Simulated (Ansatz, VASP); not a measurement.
**Two plane-wave programs on Zr**

```
CELL_PARAMETERS angstrom
3.23200 0.00000 0.00000
-1.61600 2.79899 0.00000
0.00000 0.00000 4.94112
ATOMIC_POSITIONS crystal
Zr 0.66667 0.33333 0.75000
Zr 0.33333 0.66667 0.25000
```

Alike in both runs: functional PBE; k mesh 8 × 8 × 5; occupations fermi-dirac, width 0.05 eV; no spin polarisation.

|  | VASP | Ansatz |
| --- | --- | --- |
| version | VASP 6.6.1 | Ansatz 0.2.0 |
| potentials or method | VASP PAW PBE potentials, release 64 (Zr_sv) | Ansatz PAW |
| plane-wave cutoff (eV) | 520 | 420 |
| valence electrons in the cell | 24 | 24 |
| task | single point | band structure |

|  | VASP | Ansatz | Ansatz less VASP |
| --- | --- | --- | --- |
| gap on the k mesh at the Fermi level (eV) | none | none | - |
| pressure (GPa) | 5.0 | 5.0 | -0.01 |
| traceless stress, the component that is largest in VASP (GPa) | 3.64 | 3.63 | -0.006 |

A gap of «none» marks a metal or a gap that the smearing closes. The functional is the same, so the differences come from potentials, cutoffs and numerics.
